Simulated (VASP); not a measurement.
A run of VASP 6.6.1 is set up as follows.

The input INCAR:

```
SYSTEM = PtS2
ALGO = Normal
EDIFF = 1E-6
ENCUT = 520
GGA = PE
ISIF = 2
ISMEAR = 0
LASPH = .TRUE.
LCHARG = .FALSE.
LREAL = .FALSE.
LWAVE = .FALSE.
NBANDS = 31
NELM = 60
PREC = Accurate
SIGMA = 0.1
```

The input KPOINTS:

```
k-points
0
G
  8 8 8
  0 0 0
```

File POSCAR:

```
PtS2
1.0
    5.2053001074      0.0000000000      0.0000000000
    0.0000000000      5.2053001074      0.0000000000
    0.0000000000      0.0000000000      5.2053001074
Pt S
2 4
Direct
    0.0000000000      0.0000000000      0.0000000000
    0.5000000000      0.5000000000      0.5000000000
    0.7500000000      0.7500000000      0.7500000000
    0.2500000000      0.2500000000      0.7500000000
    0.7500000000      0.2500000000      0.2500000000
    0.2500000000      0.7500000000      0.2500000000
```

Potentials or basis: VASP PAW PBE potentials, release 64 (Pt, S).

Launch:

```sh
$ cat potpaw_PBE.64/Pt/POTCAR potpaw_PBE.64/S/POTCAR > POTCAR
$ mpirun -np 1 vasp_std > vasp.out
```

**Question.** What does it give for the pressure?

**Answer.** -0.2 GPa.

**Question.** What does it give for the band gap on the k mesh?

**Answer.** Zero (bands 22 and 23 overlap by 1.61 eV).

Caveat: spin-orbit coupling is left out, which moves the levels of the heavy elements.
